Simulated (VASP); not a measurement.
Here is a VASP 6.6.1 calculation.

The input INCAR:

```
PREC     = Accurate       # precision mode
ENCUT    = 520            # plane-wave cutoff, eV
EDIFF    = 1E-6           # SCF threshold, eV
ISMEAR   = 0              # smearing method
SIGMA    = 0.1            # smearing width, eV
LREAL    = False          # projectors in reciprocal space
LASPH    = True           # aspherical terms in the spheres
NELM     = 150            # most SCF steps
ALGO     = Normal         # electronic algorithm
ISIF     = 2              # what is computed and relaxed
LWAVE    = False          # write WAVECAR
LCHARG   = True           # write CHGCAR
ISPIN    = 2              # spin polarisation
MAGMOM   = 0.08 2.11 -0.03 -0.03 -0.03 -0.03 # initial moments
LORBIT   = 11             # projections on sites
LMAXMIX  = 4              # l up to which the mixer works
GGA      = PE             # functional
LELF     = True           # ELF
LVHAR    = True         
NBANDS   = 33             # bands
```

KPOINTS

```
regular mesh
0
Gamma
  4 4 4
```

POSCAR

```
NbAlS4
1.0
    0.0000000000      3.8876684400      3.8876684400
    3.8876684400      0.0000000000      3.8876684400
    3.8876684400      3.8876684400      0.0000000000
Al Nb S
1 1 4
Direct
    0.7500000000      0.7500000000      0.7500000000
    0.0000000000      0.0000000000      0.0000000000
    0.3741004100      0.8776987800      0.3741004100
    0.3741004100      0.3741004100      0.8776987800
    0.3741004100      0.3741004100      0.3741004100
    0.8776987800      0.3741004100      0.3741004100
```

Potentials or basis: VASP PAW PBE potentials, release 64 (Al, Nb_sv, S).

Run with:

```sh
$ cat potpaw_PBE.64/Al/POTCAR potpaw_PBE.64/Nb_sv/POTCAR potpaw_PBE.64/S/POTCAR > POTCAR
$ mpirun -np 1 vasp_std > vasp.out
```

(1) Estimate the net moment.

(2) Estimate the largest force.

(3) Predict the pressure.

Answers

(1) 2.40 μB per cell.

(2) 0.113 eV/Å.

(3) -6.7 GPa.
